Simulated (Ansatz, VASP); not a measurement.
## One calculation of V, two programs

```
V
1.0
    -1.46337    1.46337    1.46337
     1.46337   -1.46337    1.46337
     1.46337    1.46337   -1.46337
V
1
Direct
  0.00000 0.00000 0.00000
```

Alike in both runs: functional LDA; k mesh 20 × 20 × 20; occupations gaussian, width 0.1 eV; no spin polarisation.

Ansatz relaxed the structure, and its values are those at the end. VASP's run is a single point on that final structure, the one shown.

|  | VASP | Ansatz |
| --- | --- | --- |
| version | VASP 6.6.1 | Ansatz 0.2.0 |
| potentials or method | VASP PAW LDA potentials, release 64 (V_sv), cutoff 520 eV | scalar-relativistic, plane waves, PAW |
| valence electrons in the cell | 13 | 13 |

```csv
,VASP,Ansatz,Ansatz less VASP
gap on the k mesh at the Fermi level (eV),none,none,-
pressure (GPa),0.4,0.0,-0.42
```

Ansatz warns that its potentials were made for another functional, while VASP's fit it. LDA's correlation is that of Perdew and Zunger in VASP and of Perdew and Wang (1992) in Ansatz. A gap of «none» marks a metal or a gap that the smearing closes.
